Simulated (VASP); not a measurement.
# Cd (R-3m) in VASP: notebook

Runs on Cd. Level: LDA. Tasks: single point.

Everything below comes from runs of VASP 6.6.1. Logs are shortened: lines on timing, memory, paths and dates and some standing lists are left out, and cuts for length are marked.

## Step 1: The cell of the first run

Symmetry: R-3m, No. 166, trigonal system. The conventional cell has a = 4.339 Å, b = 4.339 Å, c = 10.628 Å, α = 90.00°, β = 90.00°, γ = 120.00°. Cd (site symmetry 3m) has 4 Cd at 2.58 to 2.92 Å within 3.4 Å.

## Step 2: Single point, LDA (shortest bond scaled by 1.1)

File INCAR:

```
PREC = Accurate
ENCUT = 520
EDIFF = 1E-7
ISMEAR = -1
SIGMA = 0.05
LREAL = F
LASPH = T
NELM = 60
ALGO = Normal
ISIF = 2
LWAVE = F
LCHARG = F
NBANDS = 19
```

File KPOINTS:

```
regular mesh
0
Gamma
  9 9 9
```

File POSCAR:

```
Cd
1.0
    0.0000000000      3.0681618156      3.0681618156
    3.0681618156      0.0000000000      3.0681618156
    3.0681618156      3.0681618156      0.0000000000
Cd
2
Direct
   -0.0875000000     -0.1375000000     -0.1375000000
    0.0875000000      0.1375000000      0.1375000000
```

Potentials or basis: VASP PAW LDA potentials, release 64 (Cd).

Started as:

```bash
$ cat potpaw_LDA.64/Cd/POTCAR > POTCAR
$ mpirun -np 1 vasp_std > vasp.out
```

OUTCAR:

```text
PREC = Accurate
   ENCUT = 520
   EDIFF = 1E-7
   ISMEAR = -1
   LREAL = F
   LASPH = T
   NELM = 60
   ISIF = 2

 ion  position               nearest neighbor table
   1  0.913  0.862  0.862-   2 2.58   2 2.58   2 2.58   2 2.92
   2  0.087  0.138  0.138-   1 2.58   1 2.58   1 2.58   1 2.92

  LATTYP: Found a face centered cubic cell.
 ALAT       =     6.1363236312

  Lattice vectors:

 A1 = (   0.0000000000,   3.0681618156,   3.0681618156)
 A2 = (   3.0681618156,   0.0000000000,   3.0681618156)
 A3 = (   3.0681618156,   3.0681618156,   0.0000000000)

Analysis of symmetry for initial positions (statically):
=====================================================================
 Subroutine PRICEL returns:
 Original cell was already a primitive cell.

 Routine SETGRP: Setting up the symmetry group for a
 face centered cubic supercell.

 Subroutine GETGRP returns: Found 12 space group operations
 (whereof  4 operations were pure point group operations)
 out of a pool of 48 trial point group operations.

The static configuration has the point symmetry C_2h.
 The point group associated with its full space group is D_3d.

Analysis of symmetry for dynamics (positions and initial velocities):
=====================================================================
 Subroutine PRICEL returns:
 Original cell was already a primitive cell.

 Routine SETGRP: Setting up the symmetry group for a
 face centered cubic supercell.

 Subroutine GETGRP returns: Found 12 space group operations
 (whereof  4 operations were pure point group operations)
 out of a pool of 48 trial point group operations.

The dynamic configuration has the point symmetry C_2h.
 The point group associated with its full space group is D_3d.

 Subroutine INISYM returns: Found 12 space group operations
 (whereof  4 operations are pure point group operations),
 and found     1 'primitive' translations

----------------------------------------------------------------------------------------

                                     Primitive cell

  volume of cell :      57.7650

  direct lattice vectors                    reciprocal lattice vectors
     0.000000000  3.068161816  3.068161816    -0.162964025  0.162964025  0.162964025
     3.068161816  0.000000000  3.068161816     0.162964025 -0.162964025  0.162964025
     3.068161816  3.068161816  0.000000000     0.162964025  0.162964025 -0.162964025

  length of vectors
     4.339036051  4.339036051  4.339036051     0.282261972  0.282261972  0.282261972

  position of ions in fractional coordinates (direct lattice)
     0.912500000  0.862500000  0.862500000
     0.087500000  0.137500000  0.137500000

  ion indices of the primitive-cell ions
   primitive index   ion index
                 1           1
                 2           2

----------------------------------------------------------------------------------------

 KPOINTS: regular mesh

Automatic generation of k-mesh.
 Grid dimensions read from file:
 generate k-points for:    9    9    9

 Generating k-lattice:

  Cartesian coordinates                     Fractional coordinates (reciprocal lattice)
    -0.018107114  0.018107114  0.018107114     0.111111111  0.000000000  0.000000000
     0.018107114 -0.018107114  0.018107114     0.000000000  0.111111111  0.000000000
     0.018107114  0.018107114 -0.018107114     0.000000000  0.000000000  0.111111111

  Length of vectors
     0.031362441  0.031362441  0.031362441

  Shift w.r.t. Gamma in fractional coordinates (k-lattice)
     0.000000000  0.000000000  0.000000000

 Subroutine IBZKPT returns following result:
 ===========================================

 Found     85 irreducible k-points:

 Following reciprocal coordinates:
            Coordinates               Weight
  0.000000  0.000000  0.000000      1.000000
  0.111111  0.000000  0.000000      2.000000
  0.000000  0.111111  0.000000      6.000000
  0.222222  0.000000  0.000000      2.000000
  0.000000  0.222222  0.000000      6.000000
  0.333333  0.000000  0.000000      2.000000
[... 16 lines left out ...]
 -0.333333  0.111111  0.000000      6.000000
  0.000000 -0.333333  0.111111     12.000000
 [... further k-points ...]
   k-points           NKPTS =     85   k-points in BZ     NKDIM =     85   number of bands    NBANDS=     19
   number of dos      NEDOS =    301   number of ions     NIONS =      2
   total plane-waves  NPLWV =  32768
   dimension x,y,z NGX =    32 NGY =   32 NGZ =   32
   dimension x,y,z NGXF=    64 NGYF=   64 NGZF=   64
   ions per type =               2
   NGX,Y,Z   is equivalent  to a cutoff of  12.26, 12.26, 12.26 a.u.
   NGXF,Y,Z  is equivalent  to a cutoff of  24.52, 24.52, 24.52 a.u.
 SYSTEM =  unknown system
   PREC   = accura    normal or accurate (medium, high low for compatibility)
   ISTART =      0    job   : 0-new  1-cont  2-samecut
   ICHARG =      2    charge: 1-file 2-atom 10-const
   ISPIN  =      1    spin polarized calculation?
   LNONCOLLINEAR =      F non collinear calculations
   LSORBIT =      F    spin-orbit coupling
   LASPH  =      T    aspherical Exc in radial PAW
   ENCUT  =  520.0 eV  38.22 Ry    6.18 a.u.   8.07  8.07  8.07*2*pi/ulx,y,z
   NELM   =     60;   NELMIN=  2; NELMDL= -5     # of ELM steps
   EDIFF  = 0.1E-06   stopping-criterion for ELM
   LREAL  =      F    real-space projection
   EDIFFG = 0.1E-05   stopping-criterion for IOM
   NSW    =      0    number of steps for IOM
   IBRION =     -1    ionic relax: 0-MD 1-quasi-New 2-CG
   NFREE  =      0    steps in history (QN), initial steepest desc. (CG)
   ISIF   =      2    stress and relaxation
   ISYM   =      2    0-nonsym 1-usesym 2-fastsym
   POTIM  = 0.5000    time-step for ionic-motion
   TEBEG  =    0.0;   TEEND  =   0.0 temperature during run
   PSTRESS=    0.0 pullay stress
   NELECT =      24.0000    total number of electrons
   NUPDOWN=      -1.0000    fix difference up-down
   EMIN   =  10.00;   EMAX   =-10.00  energy-range for DOS
   EFERMI =   0.00;   METHOD = LEGACY
   ISMEAR =    -1;   SIGMA  =   0.05  broadening in eV -4-tet -1-fermi 0-gaus
   EFERMI_NEDOS =   21; number of points for ismear=-14 and -15
   IALGO  =     38    algorithm
   IMIX   =      4    mixing-type and parameters
     AMIX     =   0.40;   BMIX     =  1.00
     AMIX_MAG =   1.60;   BMIX_MAG =  1.00
  volume/ion in A,a.u.               =      28.88       194.91
  Fermi-wavevector in a.u.,A,eV,Ry     =   1.221585  2.308461 20.303561  1.492270
  Thomas-Fermi vector in A             =   2.356762
   LORBIT       =      0    0 simple, 1 ext, 2 COOP (PROOUT), +10 PAW based schemes
   GGA     = CA    functional components
   LHFCALC =     F    Hartree Fock is set to
   AEXX    =    0.0000 exact exchange contribution
   IVDW    =     0    specifies the selected vdW correction
   LEPSILON=     F    determine dielectric tensor
   LRPA    =     F    only Hartree local field effects (RPA)
 non-spin polarized calculation
  energy-cutoff  :      520.00
  volume of cell :       57.77
 maximum number of plane-waves:      1580
   NGX = 17   NGY = 17   NGZ = 17

 number of electron      23.9999997 magnetization

 Free energy of the ion-electron system (eV)
  ---------------------------------------------------
  ext. energy  EPLUGINS =         0.00000000
  ---------------------------------------------------
  free energy    TOTEN  =        -1.86108771 eV

  energy without entropy =       -1.85442495  energy(sigma->0) =       -1.85775633

 E-fermi :   0.7820     XC(G=0):  -9.6354

 val. band max:        0.7739259216   @ k =   0.3333   0.3333   0.0000
 cond. band min:       0.7899484938   @ k =   0.3333   0.1111   0.0000
 fundamental gap:      0.0160225722
 Fermi energy:         0.7820373414

 k-point     1 :       0.0000    0.0000    0.0000
  band No.  band energies     occupation
      1      -8.7925      2.00000
      2      -8.7925      2.00000
      3      -8.7652      2.00000
      4      -8.6961      2.00000
      5      -8.6961      2.00000
      6      -7.7254      2.00000
[... 11 lines left out ...]
     18       7.9240      0.00000
     19       8.9735      0.00000

 k-point     2 :       0.1111    0.0000    0.0000
  band No.  band energies     occupation
      1      -8.8026      2.00000
      2      -8.8026      2.00000
      3      -8.7431      2.00000
      4      -8.6706      2.00000
      5      -8.6706      2.00000
      6      -7.7200      2.00000
[... 11 lines left out ...]
     18       8.8646      0.00000
     19      10.0698      0.00000

 k-point     3 :       0.0000    0.1111    0.0000
  band No.  band energies     occupation
      1      -8.8790      2.00000
      2      -8.8563      2.00000
      3      -8.7788      2.00000
      4      -8.6089      2.00000
      5      -8.6045      2.00000
      6      -7.7459      2.00000
[... 11 lines left out ...]
     18       9.0531      0.00000
     19      10.0486      0.00000

 k-point     4 :       0.2222    0.0000    0.0000
  band No.  band energies     occupation
      1      -8.8086      2.00000
      2      -8.8086      2.00000
      3      -8.6784      2.00000
      4      -8.6276      2.00000
      5      -8.6276      2.00000
      6      -7.7852      2.00000
[... 11 lines left out ...]
     18       9.4296      0.00000
     19      10.4713      0.00000

 k-point     5 :       0.0000    0.2222    0.0000
  band No.  band energies     occupation
      1      -8.9678      2.00000
      2      -8.9252      2.00000
      3      -8.8013      2.00000
      4      -8.5372      2.00000
      5      -8.4822      2.00000
      6      -7.7965      2.00000
[... 11 lines left out ...]
     18       9.6310      0.00000
     19      10.4712      0.00000

 k-point     6 :       0.3333    0.0000    0.0000
  band No.  band energies     occupation
      1      -8.7986      2.00000
      2      -8.7986      2.00000
      3      -8.5993      2.00000
      4      -8.5993      2.00000
      5      -8.5752      2.00000
      6      -7.9797      2.00000
[... 11 lines left out ...]
     18       8.8087      0.00000
     19      12.0732      0.00000

 k-point     7 :       0.0000    0.3333    0.0000
  band No.  band energies     occupation
      1      -9.0171      2.00000
      2      -8.9704      2.00000
      3      -8.8204      2.00000
      4      -8.5347      2.00000
      5      -8.3960      2.00000
      6      -7.8389      2.00000
[... 11 lines left out ...]
     18       8.9693      0.00000
     19      11.9787      0.00000

 k-point     8 :       0.4444    0.0000    0.0000
  band No.  band energies     occupation
      1      -8.7846      2.00000
      2      -8.7846      2.00000
      3      -8.5909      2.00000
      4      -8.5909      2.00000
      5      -8.4532      2.00000
      6      -8.1569      2.00000
[... 256 lines left out ...]
 k-point    20 :      -0.4444    0.1111    0.0000
  band No.  band energies     occupation
      1      -8.8618      2.00000
      2      -8.8608      2.00000
      3      -8.5190      2.00000
      4      -8.4864      2.00000
      5      -8.4455      2.00000
      6      -8.1662      2.00000
[... 11 lines left out ...]
     18      10.0127      0.00000
     19      13.1669      0.00000

 k-point    21 :       0.0000   -0.4444    0.1111
  band No.  band energies     occupation
      1      -9.1440      2.00000
      2      -8.8906      2.00000
      3      -8.8255      2.00000
      4      -8.5426      2.00000
      5      -8.3285      2.00000
      6      -7.8674      2.00000
[... 11 lines left out ...]
     18      10.2616      0.00000
     19      12.9793      0.00000

 k-point    22 :       0.1111    0.0000   -0.4444
  band No.  band energies     occupation
      1      -9.0365      2.00000
      2      -9.0096      2.00000
      3      -8.8019      2.00000
      4      -8.5226      2.00000
      5      -8.3573      2.00000
      6      -7.8595      2.00000
[... 11 lines left out ...]
     18       9.9900      0.00000
     19      12.8317      0.00000

 k-point    23 :      -0.3333    0.1111    0.0000
  band No.  band energies     occupation
      1      -8.8898      2.00000
      2      -8.8384      2.00000
      3      -8.5512      2.00000
      4      -8.5412      2.00000
      5      -8.4814      2.00000
      6      -8.0386      2.00000
[... 11 lines left out ...]
     18      10.2767      0.00000
     19      11.7818      0.00000

 k-point    24 :       0.0000   -0.3333    0.1111
  band No.  band energies     occupation
      1      -9.1185      2.00000
      2      -8.8906      2.00000
      3      -8.8491      2.00000
      4      -8.5354      2.00000
      5      -8.3274      2.00000
      6      -7.8926      2.00000
[... 11 lines left out ...]
     18      10.5583      0.00000
     19      11.6390      0.00000

 [... further k-points ...]

------------------------ aborting loop because EDIFF is reached ----------------------------------------

  FORCE on cell =-STRESS in cart. coord.  units (eV):
  Direction    XX          YY          ZZ          XY          YZ          ZX
  --------------------------------------------------------------------------------------
  -------------------------------------------------------------------------------------
  Total        1.7296832      1.7296832      1.7296832      1.2032993     -1.2032993      1.2032993
  in kB       47.9747125     47.9747125     47.9747125     33.3748611    -33.3748611     33.3748611
  external PRESSURE =      47.9747125 kB  Pullay stress =       0.0000000 kB

 VOLUME and BASIS-vectors are now :
 -----------------------------------------------------------------------------
  energy-cutoff  :      520.00
  volume of cell :       57.77
      direct lattice vectors                 reciprocal lattice vectors
     0.000000000  3.068161816  3.068161816    -0.162964025  0.162964025  0.162964025
     3.068161816  0.000000000  3.068161816     0.162964025 -0.162964025  0.162964025
     3.068161816  3.068161816  0.000000000     0.162964025  0.162964025 -0.162964025

 POSITION                                       TOTAL-FORCE (eV/Angst)
 -----------------------------------------------------------------------------------
      5.29258      5.44599      5.44599         0.429321     -0.429321     -0.429321
      0.84374      0.69034      0.69034        -0.429321      0.429321      0.429321
 -----------------------------------------------------------------------------------
    total drift:                               -0.000000     -0.000000     -0.000000

  FREE ENERGIE OF THE ION-ELECTRON SYSTEM (eV)
  ---------------------------------------------------
  free  energy   TOTEN  =        -1.8610877056 eV

  energy  without entropy=       -1.8544249487  energy(sigma->0) =       -1.85775633
```

Run time: 71 s. Hardware: 1 thread of Intel Xeon 8259CL, shared host; peak memory 0.2 GiB.

What came out:

```yaml
Free_energy: -1.8611 eV
Pressure: 4.8 GPa
Largest_force: 0.744 eV/Å
Band_gap_on_the_k_mesh: zero (bands 12 and 13 overlap by 5.93 eV)
```

Forces in eV/Å, atoms in the order of the input:
```
Cd   0.429 -0.429 -0.429
Cd  -0.429  0.429  0.429
```

Stress tensor (GPa, compression positive):
```
 4.80  3.34  3.34
 3.34  4.80 -3.34
 3.34 -3.34  4.80
```

Levels at points of the mesh, in eV from the Fermi level:
| k point | band 9 | band 10 | band 11 | band 12 | band 13 | band 14 | band 15 | band 16 |
| --- | --- | --- | --- | --- | --- | --- | --- | --- |
| (0.00, 0.00, 0.00) | -8.13 | -8.13 | -7.34 | 5.18 | 5.18 | 5.75 | 6.20 | 6.99 |

Caveat: the cell differs from its parent crystal (shortest bond scaled by 1.1); the cell stands under pressure.

## Step 3: Single point, LDA (shortest bond scaled by 1.1)

File INCAR:

```
SYSTEM = Cd
  PREC = Accurate
  ENCUT = 520
  EDIFF = 1E-6
  ISMEAR = -1
  SIGMA = 0.05
  LREAL = .FALSE.
  LASPH = .TRUE.
  NELM = 100
  ALGO = Normal
  ISIF = 2
  LWAVE = .FALSE.
  LCHARG = .FALSE.
  NBANDS = 19
```

File KPOINTS:

```
regular mesh
0
G
  9 9 9
  0 0 0
```

POSCAR is that of step 2.

Potentials or basis: VASP PAW LDA potentials, release 64 (Cd).

Started as:

```bash
$ cat potpaw_LDA.64/Cd/POTCAR > POTCAR
$ mpirun -np 1 vasp_std > vasp.out
```

It took 52 s on 1 thread of Intel Xeon 8259CL, shared host; peak memory 0.2 GiB.

The run converged. Its results:

```yaml
Free_energy: -1.8611 eV
Pressure: 4.8 GPa
Largest_force: 0.744 eV/Å
Band_gap_on_the_k_mesh: zero (bands 12 and 13 overlap by 5.93 eV)
```

Forces in eV/Å, atoms in the order of the input:
```
Cd   0.429 -0.429 -0.429
Cd  -0.429  0.429  0.429
```

Stress tensor (GPa, compression positive):
```
 4.80  3.34  3.34
 3.34  4.80 -3.34
 3.34 -3.34  4.80
```

Levels at points of the mesh, in eV from the Fermi level:
```csv
k point,band 10,band 11,band 12,band 13,band 14,band 15
"(0.00, 0.00, 0.00)",-8.13,-7.34,5.18,5.18,5.75,6.20
```

Caveat: the cell differs from its parent crystal (shortest bond scaled by 1.1); the cell stands under pressure.

## Step 4: Single point, LDA (shortest bond scaled by 0.88)

File INCAR:

```
PREC = Accurate
ENCUT = 520
EDIFF = 1E-7
ISMEAR = -1
SIGMA = 0.05
LREAL = F
LASPH = T
NELM = 80
ALGO = Normal
ISIF = 2
LWAVE = F
LCHARG = F
NBANDS = 19
```

File KPOINTS:

```
Automatic mesh
0
Gamma
  9 9 9
```

File POSCAR:

```
Cd
1.0
    0.0000000000      3.0681618156      3.0681618156
    3.0681618156      0.0000000000      3.0681618156
    3.0681618156      3.0681618156      0.0000000000
Cd
2
Direct
   -0.1700000000     -0.1100000000     -0.1100000000
    0.1700000000      0.1100000000      0.1100000000
```

Started as:

```bash
$ cat potpaw_LDA.64/Cd/POTCAR > POTCAR
$ mpirun -np 1 vasp_std > vasp.out
```

Wall time 73 s (1 thread of Intel Xeon 8259CL, shared host); peak memory 0.2 GiB.

Results (log left out):

| Property | Result |
| --- | --- |
| Free energy | -1.5510 eV |
| Pressure | 7.1 GPa |
| Largest force | 3.431 eV/Å |
| Band gap on the k mesh | zero (bands 12 and 13 overlap by 5.44 eV) |

Forces on the atoms (eV/Å):
```
Cd  -1.981  1.981  1.981
Cd   1.981 -1.981 -1.981
```

Stress tensor (GPa, compression positive):
```
 7.13 -7.93 -7.93
-7.93  7.13  7.93
-7.93  7.93  7.13
```

Levels at points of the mesh, in eV from the Fermi level:
| k point | band 8 | band 9 | band 10 | band 11 | band 12 | band 13 | band 14 | band 15 | band 16 | band 17 |
| --- | --- | --- | --- | --- | --- | --- | --- | --- | --- | --- |
| (0.00, 0.00, 0.00) | -8.27 | -8.11 | -8.11 | -7.29 | 4.76 | 6.00 | 6.00 | 6.13 | 6.13 | 6.88 |

Caveat: the cell differs from its parent crystal (shortest bond scaled by 0.88); the cell stands under pressure; forces of over 1 eV/Å act on the atoms, so gaps and moduli don't describe the material at rest.

## Step 5: Single point, LDA (shortest bond scaled by 0.7)

File INCAR:

```
SYSTEM = Cd
ALGO = Normal
EDIFF = 1E-6
ENCUT = 520
GGA = CA
ISIF = 2
ISMEAR = -1
LASPH = .True.
LCHARG = .False.
LREAL = .False.
LWAVE = .False.
NBANDS = 19
NELM = 100
PREC = Accurate
SIGMA = 0.05
```

File KPOINTS:

```
k-points
0
Gamma
  9 9 9
  0 0 0
```

File POSCAR:

```
Cd
1.0
    0.0000000000      3.0681618156      3.0681618156
    3.0681618156      0.0000000000      3.0681618156
    3.0681618156      3.0681618156      0.0000000000
Cd
2
Direct
   -0.2375000000     -0.0875000000     -0.0875000000
    0.2375000000      0.0875000000      0.0875000000
```

Started as:

```bash
$ cat potpaw_LDA.64/Cd/POTCAR > POTCAR
$ mpirun -np 1 vasp_std > vasp.out
```

It took 65 s on 1 thread of Intel Xeon 8259CL, shared host; peak memory 0.2 GiB.

It converged, with:

* Free energy: 4.5999 eV
* Pressure: 47.0 GPa
* Largest force: 29.887 eV/Å
* Band gap on the k mesh: zero (bands 12 and 13 overlap by 4.98 eV)

Forces on the atoms (eV/Å):
```
Cd  -17.255  17.255  17.255
Cd   17.255 -17.255 -17.255
```

Stress tensor (GPa, compression positive):
```
 46.98 -51.62 -51.62
-51.62  46.98  51.62
-51.62  51.62  46.98
```

Levels at points of the mesh, in eV from the Fermi level:
```tsv
k point	band 9	band 10	band 11	band 12	band 13	band 14	band 15	band 16
(0.00, 0.00, 0.00)	-7.96	-7.53	-7.26	4.25	5.34	5.34	6.48	6.86
```

Caveat: the cell differs from its parent crystal (shortest bond scaled by 0.7); atoms lie so close that the PAW spheres overlap strongly, which falsifies energies and pressures; the cell stands under pressure; forces of over 1 eV/Å act on the atoms, so gaps and moduli don't describe the material at rest.

## Step 6: Overview

```tsv
cell	gap on the mesh (eV)	pressure (GPa)	largest force (eV/Å)
as given, shortest bond scaled by 1.1	none	4.8	0.74
as given, shortest bond scaled by 0.88	none	7.1	3.43
as given, shortest bond scaled by 0.7	none	47.0	29.89
```

Some of these runs hold the atoms at other places in the same cell, which the table doesn't show; runs alike in all that it shows share one row.

Alike in all rows: task single point; level LDA; potentials or basis VASP PAW LDA potentials, release 64 (Cd); no spin polarisation; k mesh 9 × 9 × 9; cutoff (eV) 520; smearing fermi-dirac 0.05 eV.

Caveats: the cell stands under pressure; forces of over 1 eV/Å act on the atoms, so gaps and moduli don't describe the material at rest (at least some runs); atoms lie so close that the PAW spheres overlap strongly, which falsifies energies and pressures (at least some runs).

Total energies depend on the potentials used, so only differences within one code and one set of settings carry meaning.

The gap in the log of VASP goes by the Fermi energy; the results here count the filled bands.